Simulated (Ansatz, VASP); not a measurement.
Ti: VASP beside Ansatz

File INCAR:

```
SYSTEM = Ti
  ALGO = Normal
  EDIFF = 1E-6
  EDIFFG = -0.01
  ENCUT = 600
  GGA = PE
  IBRION = 2
  ISIF = 3
  ISMEAR = -1
  LASPH = .True.
  LCHARG = .False.
  LREAL = .False.
  LWAVE = .False.
  NELM = 80
  NSW = 80
  PREC = Accurate
  SIGMA = 0.1
```

File KPOINTS:

```
k-points
0
Gamma
  10 10 10
  0 0 0
```

File POSCAR:

```
Ti
1.0
    0.0000000000      2.8780170575      2.8780170575
    2.8780170575      0.0000000000      2.8780170575
    2.8780170575      2.8780170575      0.0000000000
Ti
2
Direct
    0.1250000000      0.1250000000      0.1250000000
    0.8750000000      0.8750000000      0.8750000000
```

Input for Ansatz:

```yaml
crystal:
  lattice:
    - [0.0, 2.8780170575, 2.8780170575]
    - [2.8780170575, 0.0, 2.8780170575]
    - [2.8780170575, 2.8780170575, 0.0]
  atoms:
    - { symbol: Ti, position: [0.125, 0.125, 0.125] }
    - { symbol: Ti, position: [0.875, 0.875, 0.875] }
hamiltonian:
  xc: pbe
  pseudopotentials:
    kind: paw
    azcp:
      Ti: "pseudopotentials/Ti.paw.azcp"
basis:
  ecutwfc: 420
  fft_grid_basis: typed
kpoints:
  mp_grid: { grid: [10, 10, 10], shift: [0, 0, 0] }
magnetization:
  spin_polarized: false
scf:
  occupations: { method: fermi_dirac, width: 0.1 }
relax:
  max_steps: 60
  f_tol: 0.01
  cell: {}
```

Alike in both runs: task relaxation of cell and atoms; functional PBE; k mesh 10 × 10 × 10; occupations fermi-dirac, width 0.1 eV; no spin polarisation.

|  | VASP | Ansatz |
| --- | --- | --- |
| version | VASP 6.6.1 | Ansatz 0.2.0 |
| potentials or method | VASP PAW PBE potentials, release 64 (Ti_sv), cutoff 600 eV | plane waves (420 eV) with PAW, scalar-relativistic |
| valence electrons in the cell | 24 | 24 |

```csv
,VASP,Ansatz,Ansatz less VASP
relaxed volume (Å³/atom),23.20,23.15,-0.057
relaxed cell length with the largest relative difference (Å),4.034,4.030,-0.0033
```
